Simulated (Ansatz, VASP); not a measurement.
B in VASP and in Ansatz

```
B
1.0
     1.42580    0.82319    4.15694
    -1.42580    0.82319    4.15694
     0.00000   -1.64638    4.15694
B
4
Cartesian
  0.0000 0.0000 11.6434
  0.0000 0.0000 2.4724
  0.0000 0.0000 9.9985
  0.0000 0.0000 0.8275
```

Alike in both runs: task relaxation of cell and atoms; functional PBE; k mesh 18 × 18 × 18; occupations gaussian, width 0.1 eV; no spin polarisation.

|  | VASP | Ansatz |
| --- | --- | --- |
| version | VASP 6.6.1 | Ansatz 0.2.0 |
| potentials or method | VASP PAW PBE potentials, release 64 (B), cutoff 600 eV | scalar-relativistic, plane waves, PAW |
| valence electrons in the cell | 12 | 12 |

|  | VASP | Ansatz | Ansatz less VASP |
| --- | --- | --- | --- |
| gap on the k mesh at the Fermi level, each at its own relaxed structure (eV) | none | none | - |
| relaxed volume (Å³/atom) | 7.32 | 7.32 | +0.003 |
| relaxed cell length with the largest relative difference (Å) | 4.472 | 4.472 | +0.0003 |

A gap of «none» marks a metal or a gap that the smearing closes.
